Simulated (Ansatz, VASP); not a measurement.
## Re in VASP and in Ansatz

```
Re
1.0
     2.73664    0.00000    0.00000
    -1.36832    2.37000    0.00000
     0.00000    0.00000    4.42137
Re
2
Direct
  0.33333 0.66667 0.25000
  0.66667 0.33333 0.75000
```

Alike in both runs: functional LDA; k mesh 14 × 14 × 8; occupations fermi-dirac, width 0.05 eV; no spin polarisation.

Ansatz relaxed the structure, and its values are those at the end. VASP's run is a single point on that final structure, the one shown.

|  | VASP | Ansatz |
| --- | --- | --- |
| version | VASP 6.6.1 | Ansatz 0.2.0 |
| potentials or method | VASP PAW LDA potentials, release 64 (Re), cutoff 520 eV | all-electron LAPW, scalar-relativistic |

|  | VASP | Ansatz | Ansatz less VASP |
| --- | --- | --- | --- |
| pressure (GPa) | 1.5 | 0.0 | -1.48 |

LDA's correlation is that of Perdew and Zunger in VASP and of Perdew and Wang (1992) in Ansatz. Ansatz ran all-electron here, and VASP with PAW potentials.

Spin-orbit coupling is off throughout.
